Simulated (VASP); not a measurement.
Wanted: the native input for a VASP 6.6.1 run.

| Item | Value |
| --- | --- |
| Task | single point |
| Functional | LDA |
| Potentials or basis | VASP PAW LDA potentials, release 64 (Se, Mo_sv) |
| Cutoff | 400 eV |
| k mesh | 9 × 9 × 1 |
| Occupations | gaussian, width 0.02 eV |
| Spin | no spin polarisation |
| Dipole correction | yes |
| Further INCAR settings | ALGO = Normal; EDIFF = 1e-06; NBANDS = 64; NELMDL = -8 |

The structure of MoSe2 lies in POSCAR:

```
MoSe2
1.0
    3.2784043662      0.0000000000      0.0000000000
   -1.6392021831      2.8391814650      0.0000000000
    0.0000000000      0.0000000000     70.8775816580
Se Mo
8 4
Direct
    0.3333333333      0.6666666667      0.3415534491
    0.3333333333      0.6666666667      0.3888220222
    0.6666666667      0.3333333333      0.4314756526
    0.6666666667      0.3333333333      0.4787022090
    0.3333333333      0.6666666667      0.5212977910
    0.3333333333      0.6666666667      0.5685243474
    0.6666666667      0.3333333333      0.6111779778
    0.6666666667      0.3333333333      0.6584465509
    0.6666666667      0.3333333333      0.3651902461
    0.3333333333      0.6666666667      0.4550890085
    0.6666666667      0.3333333333      0.5449109915
    0.3333333333      0.6666666667      0.6348097539
```

The input as run:

INCAR

```
PREC     = Accurate       # precision mode
ENCUT    = 400            # plane-wave cutoff, eV
EDIFF    = 1E-6           # SCF threshold, eV
ISMEAR   = 0              # smearing method
SIGMA    = 0.02           # smearing width, eV
LREAL    = False          # projectors in reciprocal space
LASPH    = True           # aspherical terms in the spheres
NELM     = 120            # most SCF steps
ALGO     = Normal         # electronic algorithm
ISIF     = 2              # what is computed and relaxed
LWAVE    = False          # write WAVECAR
LCHARG   = True           # write CHGCAR
LDIPOL   = True         
IDIPOL   = 3            
DIPOL    = 0.5 0.5 0.500
LELF     = True           # ELF
LVHAR    = True         
LVACPOTAV= True         
NBANDS   = 64             # bands
GGA_COMPAT= False        
NELMDL   = -8
```

KPOINTS

```
Automatic mesh
0
Gamma
  9 9 1
```

Potentials or basis: VASP PAW LDA potentials, release 64 (Se, Mo_sv).

The run is started by

```sh
$ cat potpaw_LDA.64/Se/POTCAR potpaw_LDA.64/Mo_sv/POTCAR > POTCAR
$ mpirun -np 1 vasp_std > vasp.out
```

Results of the run:

The largest force is 0.461 eV/Å. The band gap on the k mesh is 0.91 eV (least direct gap 1.48 eV) and the ionisation potential of the upper face is 5.19 eV.

Wall time 8.2 min on 1 thread of AMD EPYC 9R45 (Zen 5), with other jobs on the host, peak memory 0.55 GiB.
